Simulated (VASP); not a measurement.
Wanted: the native input for a VASP 6.6.1 run.

- Task: single point
- Functional: PBE
- Potentials or basis: VASP PAW PBE potentials, release 64 (In_d, Sb)
- Cutoff: 520 eV
- k mesh: 12 × 12 × 12
- Occupations: gaussian, width 0.15 eV
- Spin: no spin polarisation
- Dipole correction: no
- Further INCAR settings: ALGO = Normal; EDIFF = 1e-07; NBANDS = 16

The structure of InSb lies in POSCAR:

```
InSb
1.0
    0.0000000000      3.1419270000      3.1905135000
    3.1419270000      0.0000000000      3.1905135000
    3.1419270000      3.1419270000      0.0000000000
In Sb
1 1
Direct
    0.0000000000      0.0000000000      0.0000000000
    0.7500000000      0.7500000000      0.7500000000
```

This cell differs from its parent crystal: strain -0.030 along x and y, -0.015 along z.

One way to write it, as run:

INCAR

```
SYSTEM = InSb
PREC = Accurate ; ENCUT = 520
EDIFF = 1E-7 ; ISMEAR = 0
SIGMA = 0.15 ; LREAL = .False.
LASPH = .True. ; NELM = 100
ALGO = Normal ; ISIF = 2
LWAVE = .False. ; LCHARG = .False.
GGA = PE ; NBANDS = 16
```

KPOINTS

```
regular mesh
0
Gamma
  12 12 12
  0 0 0
```

Potentials or basis: VASP PAW PBE potentials, release 64 (In_d, Sb).

Command:

```console
$ cat potpaw_PBE.64/In_d/POTCAR potpaw_PBE.64/Sb/POTCAR > POTCAR
$ mpirun -np 1 vasp_std > vasp.out
```

Results of the run:

```yaml
Pressure: 7.7 GPa
Band_gap_on_the_k_mesh: 0.23 eV
```

Caveat: the cell differs from its parent crystal (strain -0.030 along x and y, -0.015 along z); the cell stands under pressure; spin-orbit coupling is left out, which moves the levels of the heavy elements.

It took 2.6 min on 1 thread of Intel(R) Xeon(R) Platinum 8259CL CPU @ 2.50GHz (Skylake/Cascade Lake), with other jobs on the host, peak memory 0.33 GiB.
